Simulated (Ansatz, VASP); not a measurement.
## One calculation of ScSi2, two programs

```
CELL_PARAMETERS angstrom
4.03874 0.00000 0.00000
-2.01937 3.49765 0.00000
0.00000 0.00000 3.59613
ATOMIC_POSITIONS crystal
Sc 0.00000 0.00000 0.00000
Si 0.33333 0.66667 0.50000
Si 0.66667 0.33333 0.50000
```

Alike in both runs: task electric field gradients; functional r2SCAN; k mesh 12 × 12 × 11; occupations fermi-dirac, width 0.05 eV; no spin polarisation.

|  | VASP | Ansatz |
| --- | --- | --- |
| version | VASP 6.6.1 | Ansatz 0.2.0 |
| potentials or method | VASP PAW PBE potentials, release 64 (Sc_sv, Si), cutoff 520 eV | all-electron PAW with datasets made for the crystal, scalar-relativistic |

```tsv
	VASP	Ansatz	Ansatz less VASP
pressure (GPa)	-0.9	-1.1	-0.22
traceless stress, the component that is largest in VASP (GPa)	2.02	1.88	-0.140
size of Vzz on the site where it differs most (V/Å²)	7.2	8.6	+1.40
```

VASP's potentials were made for PBE, not for r2SCAN. Ansatz ran all-electron here, and VASP with PAW potentials.
